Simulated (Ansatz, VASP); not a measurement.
GaN in VASP and in Ansatz

INCAR

```
PREC     = Accurate       # precision mode
ENCUT    = 520            # plane-wave cutoff, eV
EDIFF    = 1E-7           # SCF threshold, eV
ISMEAR   = -1             # smearing method
SIGMA    = 0.02           # smearing width, eV
LREAL    = F              # projectors in reciprocal space
LASPH    = T              # aspherical terms in the spheres
NELM     = 100            # most SCF steps
ALGO     = Normal         # electronic algorithm
ISIF     = 2              # what is computed and relaxed
LWAVE    = F              # write WAVECAR
LCHARG   = F              # write CHGCAR
GGA      = PE             # functional
NBANDS   = 16             # bands
```

Contents of KPOINTS:

```
Automatic mesh
0
Gamma
  10 10 10
```

The input POSCAR:

```
GaN
1.0
    0.0000000000      2.2489525415      2.2489525415
    2.2253385398      0.0000000000      2.2489525415
    2.2253385398      2.2489525415      0.0000000000
Ga N
1 1
Direct
    0.0000000000      0.0000000000      0.0000000000
    0.2500000000      0.2500000000      0.2500000000
```

Input for Ansatz:

```yaml
crystal:
  lattice:
    - [0.0, 2.2489525415, 2.2489525415]
    - [2.2253385398, 0.0, 2.2489525415]
    - [2.2253385398, 2.2489525415, 0.0]
  atoms:
    - { symbol: Ga, position: [0.0, 0.0, 0.0] }
    - { symbol: "N", position: [0.25, 0.25, 0.25] }
kpoints:
  mp_grid: { grid: [10, 10, 10] }
  band_path:
    path:
      - [0.0, 0.0, 0.0]
      - [-0.5, -0.5, 0.0]
      - [-0.375, -0.375, 0.25]
      - [-0.375, 0.0, 0.375]
      - [0.0, 0.0, 0.5]
      - [-0.5, -0.25, 0.25]
    npoints: 1
hamiltonian:
  xc: pbe
scf:
  occupations: { method: fermi_dirac, width: 0.02 }
  n_extra_bands: 4
output:
  forces: true
  stress: true
  eigenvalues: true
```

Change from the starting cell: uniaxial_x strain -1.1%.

Alike in both runs: task single point; functional PBE; k mesh 10 × 10 × 10; occupations fermi-dirac, width 0.02 eV; no spin polarisation.

|  | VASP | Ansatz |
| --- | --- | --- |
| version | VASP 6.6.1 | Ansatz 0.2.0 |
| potentials or method | VASP PAW PBE potentials, release 64 (Ga_d, N) | plane waves, PAW |
| plane-wave cutoff (eV) | 520 | 420 |
| valence electrons in the cell | 18 | 18 |

Ansatz gave:

```
gap on the k mesh at the Fermi level (eV)                     : 1.79
pressure (GPa)                                                : 8.4
traceless stress, the component that is largest in VASP (GPa) : 0.81
```

Question: Which values does VASP return?

Answer: gap on the k mesh at the Fermi level (eV): 1.80; pressure (GPa): 8.4; traceless stress, the component that is largest in VASP (GPa): 0.82.
